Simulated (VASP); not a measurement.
## AlNi3: single point with PBE

The system is AlNi3.

```
CELL_PARAMETERS angstrom
3.66398 0.00000 0.00000
0.00000 3.66398 0.00000
0.00000 0.00000 3.52305
ATOMIC_POSITIONS crystal
Ni 0.50000 0.50000 0.00000
Ni 0.50000 0.00000 0.50000
Ni 0.00000 0.50000 0.50000
Al 0.00000 0.00000 0.00000
```

```
Program             : VASP 6.6.1
Task                : single point
Functional          : PBE
Potentials or basis : VASP PAW PBE potentials, release 64 (Ni, Al)
Cutoff              : 520 eV
k mesh              : 6 × 6 × 6
Occupations         : fermi-dirac, width 0.05 eV
Spin                : collinear spin, ferromagnetic start
Starting moments    : [1.0, 1.0, 1.0, 0.0] μB
```

- Pressure: -6.7 GPa
- Net moment: 0.68 μB per cell
- Site moments: Ni +0.26, +0.24 (each value once); Al -0.01 μB
- Valence electrons inside the program's atomic spheres: Ni 9.30, 9.31 (each value once); Al 0.78

Stress tensor (GPa, compression positive):
```
-7.57  0.00  0.00
 0.00 -7.57  0.00
 0.00  0.00 -4.93
```

Levels at points of the mesh, in eV from the Fermi level:
Spin up:
```csv
k point,band 14,band 15,band 16,band 17,band 18,band 19,band 20,band 21
"(0.00, 0.00, 0.00)",-0.18,-0.06,-0.06,0.60,0.60,1.42,6.03,6.26
"(0.50, 0.00, 0.00)",-1.08,-0.99,-0.46,-0.06,4.91,5.17,5.56,5.88
"(0.50, 0.50, 0.00)",-1.16,-0.98,-0.97,-0.57,0.67,0.67,8.05,8.30
"(0.00, 0.00, 0.50)",-1.00,-0.96,-0.56,-0.18,5.30,5.30,5.31,5.31
"(0.50, 0.00, 0.50)",-1.07,-0.91,-0.88,-0.53,0.80,0.81,7.65,7.67
"(0.50, 0.50, 0.50)",-1.09,-0.92,-0.28,-0.28,-0.21,-0.08,3.07,3.73
```
Spin down:
| k point | band 12 | band 13 | band 14 | band 15 | band 16 | band 17 | band 18 | band 19 | band 20 | band 21 |
| --- | --- | --- | --- | --- | --- | --- | --- | --- | --- | --- |
| (0.00, 0.00, 0.00) | -0.29 | 0.00 | 0.21 | 0.37 | 0.37 | 0.56 | 0.56 | 1.38 | 6.12 | 6.33 |
| (0.50, 0.00, 0.00) | -1.01 | -0.84 | -0.79 | -0.77 | -0.27 | 0.37 | 4.96 | 5.21 | 5.61 | 5.91 |
| (0.50, 0.50, 0.00) | -1.11 | -1.07 | -1.04 | -0.79 | -0.59 | -0.42 | 0.94 | 0.94 | 8.06 | 8.33 |
| (0.00, 0.00, 0.50) | -0.93 | -0.93 | -0.84 | -0.74 | -0.39 | 0.21 | 5.34 | 5.34 | 5.36 | 5.36 |
| (0.50, 0.00, 0.50) | -1.04 | -0.98 | -0.94 | -0.70 | -0.52 | -0.40 | 1.08 | 1.10 | 7.67 | 7.70 |
| (0.50, 0.50, 0.50) | -1.08 | -1.02 | -0.91 | -0.74 | -0.10 | 0.07 | 0.07 | 0.16 | 3.16 | 3.92 |

Run time: 61 s on 1 thread of Intel(R) Xeon(R) 6975P-C (Granite Rapids) (shared host), peak memory 0.22 GiB.

Caveat: the cell stands under tension.
